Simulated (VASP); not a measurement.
Write the native input for VASP 6.6.1 that does the following.

| Quantity | Value |
| --- | --- |
| Task | single point |
| Functional | PBE |
| Potentials or basis | VASP PAW PBE potentials, release 64 (Ba_sv, Ti_sv, O) |
| Cutoff | 520 eV |
| k mesh | 8 × 8 × 8 |
| Occupations | gaussian, width 0.05 eV |
| Spin | no spin polarisation |
| Hubbard terms | Ti d U = 4.0 eV |
| Dipole correction | no |
| Further INCAR settings | ALGO = Normal; EDIFF = 1e-07; NBANDS = 28 |

The structure of BaTiO3 lies in POSCAR:

```
BaTiO3
1.0
    4.0288515454      0.0000000000      0.0000000000
    0.0000000000      4.0288515454      0.0000000000
    0.0000000000      0.0000000000      4.0288515454
Ba Ti O
1 1 3
Direct
    0.5004578627      0.5000000000      0.5000000000
    0.0169457659      0.0000000000      0.0000000000
    0.4724487242      0.0000000000      0.0000000000
   -0.0135391909      0.5000000000      0.0000000000
   -0.0135391909      0.0000000000      0.5000000000
```

This cell differs from its parent crystal: atoms displaced along a vibrational mode.

One way to write it, as run:

INCAR

```
PREC     = Accurate       # precision mode
ENCUT    = 520            # plane-wave cutoff, eV
EDIFF    = 1E-7           # SCF threshold, eV
ISMEAR   = 0              # smearing method
SIGMA    = 0.05           # smearing width, eV
LREAL    = F              # projectors in reciprocal space
LASPH    = T              # aspherical terms in the spheres
NELM     = 150            # most SCF steps
ALGO     = Normal         # electronic algorithm
ISIF     = 2              # what is computed and relaxed
LWAVE    = F              # write WAVECAR
LCHARG   = F              # write CHGCAR
LMAXMIX  = 4              # l up to which the mixer works
LDAU     = T              # DFT+U
LDAUTYPE = 2            
LDAUL    = -1 2 -1        # shell
LDAUU    = 0 4 0          # U, eV
LDAUJ    = 0 0 0        
LDAUPRINT= 1            
GGA      = PE             # functional
NBANDS   = 28             # bands
```

KPOINTS

```
Automatic mesh
0
Gamma
  8 8 8
```

Potentials or basis: VASP PAW PBE potentials, release 64 (Ba_sv, Ti_sv, O).

Run with:

```sh
$ cat potpaw_PBE.64/Ba_sv/POTCAR potpaw_PBE.64/Ti_sv/POTCAR potpaw_PBE.64/O/POTCAR > POTCAR
$ mpirun -np 1 vasp_std > vasp.out
```

Results of the run:

| Item | Value |
| --- | --- |
| Pressure | 5.6 GPa |
| Largest force | 0.983 eV/Å |
| Band gap on the k mesh | 2.25 eV (least direct gap 2.64 eV) |

Caveat: the cell differs from its parent crystal (atoms displaced along a vibrational mode); the stress differs along the axes, from 4 to 9 GPa; spin-orbit coupling is left out, which moves the levels of the heavy elements.

Wall time 2.2 min on 1 thread of AMD EPYC 7R13 Processor (Zen 3), on a shared host, peak memory 0.24 GiB.
